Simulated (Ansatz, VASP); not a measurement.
# Two plane-wave programs on HgTe

```
CELL_PARAMETERS angstrom
0.00000 2.92150 2.92150
2.92150 0.00000 2.92150
2.92150 2.92150 0.00000
ATOMIC_POSITIONS crystal
Hg 0.00000 0.00000 0.00000
Te 0.50000 0.50000 0.50000
```

Alike in both runs: task electric field gradients; functional LDA; k mesh 12 × 12 × 12; occupations fermi-dirac, width 0.08 eV; no spin polarisation.

|  | VASP | Ansatz |
| --- | --- | --- |
| version | VASP 6.6.1 | Ansatz 0.2.0 |
| potentials or method | VASP PAW LDA potentials, release 64 (Hg, Te) | PAW with Ansatz's default frozen-core files, scalar-relativistic |
| plane-wave cutoff (eV) | 520 | 420 |
| valence electrons in the cell | 18 | 36 |

Ansatz gave:

| Item | Value |
| --- | --- |
| pressure (GPa) | 3.9 |

Q: Estimate VASP's values.

A: Pressure (GPa): 4.5.

LDA's correlation is that of Perdew and Zunger in VASP and of Perdew and Wang (1992) in Ansatz. VASP's potentials hold 18 valence electrons a cell and Ansatz's 36, so a difference there can come from the potentials and not from the codes.

Neither program's run includes spin-orbit coupling.
